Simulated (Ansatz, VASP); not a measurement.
Sn: VASP beside Ansatz

File INCAR:

```
PREC = Accurate
ENCUT = 520
EDIFF = 1E-6
ISMEAR = -1
SIGMA = 0.02
LREAL = False
LASPH = True
NELM = 80
ALGO = Normal
ISIF = 2
LWAVE = False
LCHARG = False
GGA = PE
NBANDS = 13
```

The input KPOINTS:

```
regular mesh
0
Gamma
  8 8 8
```

POSCAR

```
Sn
1.0
   -1.7265390000      1.7755470000      2.3383420000
    1.7265390000     -1.7755470000      2.3383420000
    1.7265390000      1.7755470000     -2.3383420000
Sn
1
Direct
    0.0000000000      0.0000000000      0.0000000000
```

File input.yaml:

```yaml
crystal:
  lattice:
    - [-1.726539, 1.775547, 2.338342]
    - [1.726539, -1.775547, 2.338342]
    - [1.726539, 1.775547, -2.338342]
  atoms:
    - { symbol: Sn, position: [0.0, 0.0, 0.0] }
kpoints:
  mp_grid: { grid: [8, 8, 8] }
scf:
  occupations: { method: fermi_dirac, width: 0.02 }
hamiltonian:
  xc: pbe
  pseudopotentials: { kind: all_electron, lapw: { basis_error: 0.003 } }
output:
  forces: true
  stress: true
  eigenvalues: true
```

Alike in both runs: task single point; functional PBE; k mesh 8 × 8 × 8; occupations fermi-dirac, width 0.02 eV; no spin polarisation.

|  | VASP | Ansatz |
| --- | --- | --- |
| version | VASP 6.6.1 | Ansatz 0.2.0 |
| potentials or method | VASP PAW PBE potentials, release 64 (Sn_d), cutoff 520 eV | all-electron LAPW, scalar-relativistic |

```csv
,VASP,Ansatz,Ansatz less VASP
gap on the k mesh at the Fermi level (eV),none,none,-
pressure (GPa),-1.2,-1.2,+0.05
"traceless stress, the component that is largest in VASP (GPa)",-0.80,-0.80,+0.001
```

A gap of «none» marks a metal or a gap that the smearing closes. Ansatz ran all-electron here, and VASP with PAW potentials.

Noted on Ansatz's run: the k mesh is thin for a metal, which can move the energy by tens of meV per atom.
